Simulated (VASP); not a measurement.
Crystal: Sb.

```
Sb
1.0
     2.21963   -3.24122    0.00000
     2.21963    3.24122    0.00000
    -1.41736    0.00000    2.08213
Sb
1
Direct
  0.50000 0.50000 0.50000
```

- Program: VASP 6.6.1
- Task: relaxation of cell and atoms
- Functional: PBE
- Potentials or basis: VASP PAW PBE potentials, release 64 (Sb)
- Cutoff: 600 eV
- k mesh: 6 × 6 × 8
- Occupations: gaussian, width 0.1 eV
- Spin: no spin polarisation

At the start: pressure 15.5 GPa; volume 29.96 Å³/atom.

Task: How do energy, volume and symmetry change on relaxing?

Result: Over 17 steps the energy falls by 918.0 meV/atom and the volume is 27.31 Å³/atom (-8.8 %); space group C2/m (No. 12, to 0.05 Å).

The path:
| step | energy change (eV) | largest force (eV/Å) | pressure (GPa) | volume (Å³) |
| --- | --- | --- | --- | --- |
| 1 | 0.0000 | 0.0000 | 15.48 | 29.96 |
| 2 | -0.2612 | 0.0000 | -9.08 | 41.89 |
| 3 | -0.5318 | 0.0000 | -5.56 | 35.22 |
| 4 | -0.5337 | 0.0000 | -6.22 | 35.65 |
| 5 | -0.8084 | 0.0000 | -3.70 | 30.56 |
| 6 | -0.8319 | 0.0000 | -1.62 | 29.06 |
| 7 | -0.8651 | 0.0000 | 0.88 | 27.43 |
| 8 | -0.8679 | 0.0000 | 1.96 | 26.88 |
| 9 | -0.8920 | 0.0000 | 0.53 | 27.20 |
| 10 | -0.8929 | 0.0000 | 0.37 | 27.26 |
| 11 | -0.9057 | 0.0000 | -0.51 | 27.61 |
| 12 | -0.9079 | 0.0000 | -1.20 | 27.81 |
| 13 | -0.9147 | 0.0000 | 0.17 | 27.17 |
| 14 | -0.9152 | 0.0000 | -0.15 | 27.29 |
| 15 | -0.9179 | 0.0000 | 0.20 | 27.18 |
| 16 | -0.9179 | 0.0000 | 0.20 | 27.18 |
| 17 | -0.9180 | 0.0000 | -0.08 | 27.31 |

Final structure:
```
Sb
1.0
     1.97231   -2.75939   -0.33303
     1.97231    2.75939   -0.33303
    -1.50259    0.00000    2.76312
Sb
1
Cartesian
  1.2210 0.0000 1.0485
```

Caveat: the k points lie up to 0.38 Å⁻¹ apart in the final cell.
